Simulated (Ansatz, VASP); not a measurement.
Si3TeW: VASP beside Ansatz

Contents of INCAR:

```
SYSTEM = Si3TeW
PREC = Accurate ; ENCUT = 520
EDIFF = 1E-7 ; ISMEAR = 0
SIGMA = 0.1 ; LREAL = .False.
LASPH = .True. ; NELM = 100
ALGO = Normal ; ISIF = 2
LWAVE = .False. ; LCHARG = .True.
GGA = PE ; LELF = .True.
LVHAR = .True. ; NBANDS = 24
```

File KPOINTS:

```
Automatic mesh
0
Gamma
  4 4 4
  0 0 0
```

The input POSCAR:

```
Si3TeW
1.0
    4.6246206900      0.0000000000      0.0000000000
    0.0000000000      4.6246206900      0.0000000000
    0.0000000000      0.0000000000      4.6246206900
Si Te W
3 1 1
Direct
    0.0000000000      0.5000000000      0.5000000000
    0.5000000000      0.0000000000      0.5000000000
    0.5000000000      0.5000000000      0.0000000000
    0.5000000000      0.5000000000      0.5000000000
    0.0000000000      0.0000000000      0.0000000000
```

Input for Ansatz:

```yaml
crystal:
  lattice:
    - [4.62462069, 0.0, 0.0]
    - [0.0, 4.62462069, 0.0]
    - [0.0, 0.0, 4.62462069]
  atoms:
    - { symbol: Si, position: [0.0, 0.5, 0.5] }
    - { symbol: Si, position: [0.5, 0.0, 0.5] }
    - { symbol: Si, position: [0.5, 0.5, 0.0] }
    - { symbol: Te, position: [0.5, 0.5, 0.5] }
    - { symbol: W, position: [0.0, 0.0, 0.0] }
basis:
  ecutwfc: 420
kpoints:
  mp_grid: { grid: [4, 4, 4] }
hamiltonian:
  xc: pbe
scf:
  occupations: { method: gaussian, width: 0.1 }
  lower_state_search: "off"
output:
  forces: true
  stress: true
  eigenvalues: true
```

Alike in both runs: task single point; functional PBE; k mesh 4 × 4 × 4; occupations gaussian, width 0.1 eV; no spin polarisation.

|  | VASP | Ansatz |
| --- | --- | --- |
| version | VASP 6.6.1 | Ansatz 0.2.0 |
| potentials or method | VASP PAW PBE potentials, release 64 (Si, Te, W_sv), cutoff 520 eV | scalar-relativistic, plane waves, PAW |
| valence electrons in the cell | 32 | 42 |

VASP gave:

```
gap on the k mesh at the Fermi level (eV) : none
pressure (GPa)                            : 17.1
```

What did Ansatz give for the same quantities?

gap on the k mesh at the Fermi level (eV): none; pressure (GPa): 16.6.

A gap of «none» marks a metal or a gap that the smearing closes. With one functional, cell and mesh, what is left measures potentials, basis and numerics. VASP's potentials hold 32 valence electrons a cell and Ansatz's 42, so a difference there can come from the potentials and not from the codes.

Neither program's run includes spin-orbit coupling.
